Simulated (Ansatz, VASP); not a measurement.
## InWS4 in VASP and in Ansatz

```
In W S
1.0
     0.00000    3.76524    3.76524
     3.76524    0.00000    3.76524
     3.76524    3.76524    0.00000
In W S
1 1 4
Direct
  0.00000 0.00000 0.00000
  0.75000 0.75000 0.75000
  0.86978 0.37674 0.37674
  0.37674 0.37674 0.37674
  0.37674 0.86978 0.37674
  0.37674 0.37674 0.86978
```

Change from the starting cell: species swapped into the Be4SiNi type (F-43m, No. 216).

Alike in both runs: functional PBE; k mesh 4 × 4 × 4; occupations gaussian, width 0.1 eV; collinear spin.

Ansatz relaxed the structure, and its values are those at the end. VASP's run is a single point on that final structure, the one shown.

|  | VASP | Ansatz |
| --- | --- | --- |
| version | VASP 6.6.1 | Ansatz 0.2.0 |
| potentials or method | VASP PAW PBE potentials, release 64 (In_d, W_sv, S), cutoff 520 eV | scalar-relativistic, plane waves, PAW |
| valence electrons in the cell | 51 | 51 |

|  | VASP | Ansatz | Ansatz less VASP |
| --- | --- | --- | --- |
| gap on the k mesh at the Fermi level (eV) | none | none | - |
| pressure (GPa) | 0.0 | 0.0 | +0.05 |
| net moment per atom (μB) | 0.37 | 0.36 | -0.001 |
| size of the moment on the site where the two differ most (μB) | 1.64 | 1.71 | +0.071 |

Site moments also hang on the region over which each program counts them. A gap of «none» marks a metal or a gap that the smearing closes. Ansatz's warnings: no starting moments.

The k mesh is coarse, so the values compare programs but aren't converged. Neither program's run includes spin-orbit coupling.
